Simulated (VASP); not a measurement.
TiAl, 2 atoms in the cell. It takes space group P-6m2 (No. 187, hexagonal). The conventional cell has a = 2.886 Å, b = 2.886 Å, c = 4.709 Å, α = 90.00°, β = 90.00°, γ = 120.00°. Ti (site symmetry -6m2) has 6 Al at 2.88 Å and 6 Ti at 2.89 Å within 3.8 Å. Al (site symmetry -6m2) has 6 Ti at 2.88 Å and 6 Al at 2.89 Å within 3.8 Å.  This cell differs from its parent crystal: volume scaled by 1.02.

| Quantity | Value |
| --- | --- |
| Program | VASP 6.6.1 |
| Task | single point |
| Functional | LDA |
| Potentials or basis | VASP PAW LDA potentials, release 64 (Ti_sv, Al) |
| Cutoff | 520 eV |
| k mesh | 11 × 11 × 6 |
| Occupations | fermi-dirac, width 0.05 eV |
| Spin | no spin polarisation |
| Dipole correction | no |
| Further INCAR settings | ALGO = Normal; EDIFF = 1e-07; NBANDS = 14 |

Potentials or basis: VASP PAW LDA potentials, release 64 (Ti_sv, Al).

Command:

```console
$ cat potpaw_LDA.64/Ti_sv/POTCAR potpaw_LDA.64/Al/POTCAR > POTCAR
$ mpirun -np 1 vasp_std > vasp.out
```

Hardware: 1 thread of Intel Xeon 8259CL, on a shared host.

Problem. Estimate the wall time of this run.

Solution. Run time: 52 s on 1 thread of Intel Xeon 8259CL (shared host), peak memory 0.16 GiB. Counts: scf iterations 15, k points 64.
